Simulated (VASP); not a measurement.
Set up this calculation in VASP 6.6.1, as the native input.

| Item | Value |
| --- | --- |
| Task | single point |
| Functional | PBE |
| Potentials or basis | VASP PAW PBE potentials, release 64 (H) |
| Cutoff | 520 eV |
| k mesh | 7 × 7 × 7 |
| Occupations | fermi-dirac, width 0.05 eV |
| Spin | no spin polarisation |
| Dipole correction | no |
| Further INCAR settings | ALGO = Normal; EDIFF = 1e-07; NBANDS = 10 |

The structure of H lies in POSCAR:

```
H
1.0
    2.5880245824     -2.5322126611      0.0000000000
    2.5880245824      2.5322126611      0.0000000000
    0.0000000000      0.0000000000      4.0858406245
H
4
Direct
    0.0467043700      0.9532956300      0.9314911100
    0.5467043700      0.4532956300      0.5685088900
    0.4532956300      0.5467043700      0.4314911100
    0.9532956300      0.0467043700      0.0685088900
```

One way to write it, as run:

INCAR

```
SYSTEM = H
  PREC = Accurate
  ENCUT = 520
  EDIFF = 1E-7
  ISMEAR = -1
  SIGMA = 0.05
  LREAL = .FALSE.
  LASPH = .TRUE.
  NELM = 60
  ALGO = Normal
  ISIF = 2
  LWAVE = .FALSE.
  LCHARG = .TRUE.
  GGA = PE
  LELF = .TRUE.
  LVHAR = .TRUE.
  NBANDS = 10
```

KPOINTS

```
regular mesh
0
G
  7 7 7
  0 0 0
```

Potentials or basis: VASP PAW PBE potentials, release 64 (H).

Launch:

```console
$ cat potpaw_PBE.64/H/POTCAR > POTCAR
$ mpirun -np 1 vasp_std > vasp.out
```

It gave:

The pressure is 0.9 GPa, the largest force is 0.629 eV/Å and the band gap on the k mesh is 9.41 eV, indirect (least direct gap 10.03 eV).

It took 20 s on 1 thread of Intel(R) Xeon(R) Platinum 8375C CPU @ 2.90GHz (Ice Lake), with other jobs on the host, peak memory 0.16 GiB.
